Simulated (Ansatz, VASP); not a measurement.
# MgO in VASP and in Ansatz

```
Mg O
1.0
     0.00000    2.13515    2.13515
     2.13515    0.00000    2.13515
     2.13515    2.13515    0.00000
Mg O
1 1
Cartesian
  0.0000 0.0000 0.0000
  1.9230 1.9230 2.1351
```

Alike in both runs: task single point; functional PBEsol; k mesh 10 × 10 × 10; occupations gaussian, width 0.05 eV; no spin polarisation.

|  | VASP | Ansatz |
| --- | --- | --- |
| version | VASP 6.6.1 | Ansatz 0.2.0 |
| potentials or method | VASP PAW PBE potentials, release 64 (Mg, O), cutoff 520 eV | scalar-relativistic, plane waves, PAW |
| valence electrons in the cell | 8 | 16 |

Ansatz gave:

```
gap on the k mesh at the Fermi level (eV)                     : 4.22
least direct gap on the mesh (eV)                             : 4.22
pressure (GPa)                                                : 1.7
traceless stress, the component that is largest in VASP (GPa) : -8.87
rms of the force components (eV/Å)                            : 0.864
```

Q: Which values does VASP return?

A: gap on the k mesh at the Fermi level (eV): 4.22; least direct gap on the mesh (eV): 4.22; pressure (GPa): 1.4; traceless stress, the component that is largest in VASP (GPa): -9.00; rms of the force components (eV/Å): 0.874.

VASP's potentials were made for PBE, not for PBEsol. Atom by atom the forces differ by 0.010 eV/Å (rms over components). VASP's potentials hold 8 valence electrons a cell and Ansatz's 16, so a difference there can come from the potentials and not from the codes.
